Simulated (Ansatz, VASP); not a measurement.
**ZrH6 in VASP and in Ansatz**

The input INCAR:

```
PREC = Accurate
ENCUT = 600
EDIFF = 1E-6
ISMEAR = 0
SIGMA = 0.1
LREAL = False
LASPH = True
NELM = 100
ALGO = Normal
ISIF = 3
LWAVE = False
LCHARG = False
GGA = PE
IBRION = 2
NSW = 100
EDIFFG = -0.01
```

Contents of KPOINTS:

```
regular mesh
0
Gamma
  12 12 4
```

File POSCAR:

```
ZrH6
1.0
    1.9490248793     -2.5293327369      0.0000000000
    1.9490248793      2.5293327369      0.0000000000
    0.0000000000      0.0000000000      8.7767329920
Zr H
1 6
Direct
    0.5000000000      0.5000000000      0.0925093045
    0.6674484527      0.8421492083      0.2813532308
    0.3325515473      0.1578507917      0.2813532308
    0.8421492083      0.6674484527      0.2813532308
    0.1578507917      0.3325515473      0.2813532308
    0.0962847159      0.0962847159      0.6023885061
    0.9037152841      0.9037152841      0.6023885061
```

Input for Ansatz:

```yaml
crystal:
  lattice:
    - [1.9490248793, -2.5293327369, 0.0]
    - [1.9490248793, 2.5293327369, 0.0]
    - [0.0, 0.0, 8.776732992]
  atoms:
    - { symbol: Zr, position: [0.5, 0.5, 0.0925093045] }
    - { symbol: H, position: [0.6674484527, 0.8421492083, 0.2813532308] }
    - { symbol: H, position: [0.3325515473, 0.1578507917, 0.2813532308] }
    - { symbol: H, position: [0.8421492083, 0.6674484527, 0.2813532308] }
    - { symbol: H, position: [0.1578507917, 0.3325515473, 0.2813532308] }
    - { symbol: H, position: [0.0962847159, 0.0962847159, 0.6023885061] }
    - { symbol: H, position: [0.9037152841, 0.9037152841, 0.6023885061] }
basis:
  ecutwfc: 420
kpoints:
  mp_grid: { grid: [12, 12, 4] }
hamiltonian:
  xc: pbe
scf:
  occupations: { method: gaussian, width: 0.1 }
output:
  forces: true
  stress: true
  eigenvalues: true
relax:
  adjacent_minimum: "off"
  f_tol: 0.01
  max_steps: 80
  cell: { stress_tol: 0.05 }
```

Alike in both runs: task relaxation of cell and atoms; functional PBE; k mesh 12 × 12 × 4; occupations gaussian, width 0.1 eV; no spin polarisation.

|  | VASP | Ansatz |
| --- | --- | --- |
| version | VASP 6.6.1 | Ansatz 0.2.0 |
| potentials or method | VASP PAW PBE potentials, release 64 (Zr_sv, H), cutoff 600 eV | scalar-relativistic, plane waves, PAW |
| valence electrons in the cell | 18 | 18 |

|  | VASP | Ansatz | Ansatz less VASP |
| --- | --- | --- | --- |
| gap on the k mesh at the Fermi level, each at its own relaxed structure (eV) | none | none | - |
| relaxed volume (Å³/atom) | 12.99 | 13.39 | +0.397 |
| relaxed cell length with the largest relative difference (Å) | 9.276 | 9.542 | +0.2659 |

A gap of «none» marks a metal or a gap that the smearing closes.
